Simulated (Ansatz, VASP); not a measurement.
Pt in VASP and in Ansatz

```
CELL_PARAMETERS angstrom
2.71030 0.00000 0.00000
-1.35515 2.34719 0.00000
0.00000 0.00000 4.96070
ATOMIC_POSITIONS crystal
Pt 0.66667 0.33333 0.75000
Pt 0.33333 0.66667 0.25000
```

Alike in both runs: task single point; functional PBE; k mesh 18 × 18 × 10; occupations gaussian, width 0.15 eV; no spin polarisation.

|  | VASP | Ansatz |
| --- | --- | --- |
| version | VASP 6.6.1 | Ansatz 0.2.0 |
| potentials or method | VASP PAW PBE potentials, release 64 (Pt), cutoff 520 eV | scalar-relativistic, plane waves, PAW |
| valence electrons in the cell | 20 | 36 |

|  | VASP | Ansatz | Ansatz less VASP |
| --- | --- | --- | --- |
| gap on the k mesh at the Fermi level (eV) | none | none | - |
| pressure (GPa) | 1.5 | 2.0 | +0.46 |
| traceless stress, the component that is largest in VASP (GPa) | -8.10 | -8.10 | +0.006 |

A gap of «none» marks a metal or a gap that the smearing closes. VASP's potentials hold 20 valence electrons a cell and Ansatz's 36, so a difference there can come from the potentials and not from the codes.

Neither program's run includes spin-orbit coupling.
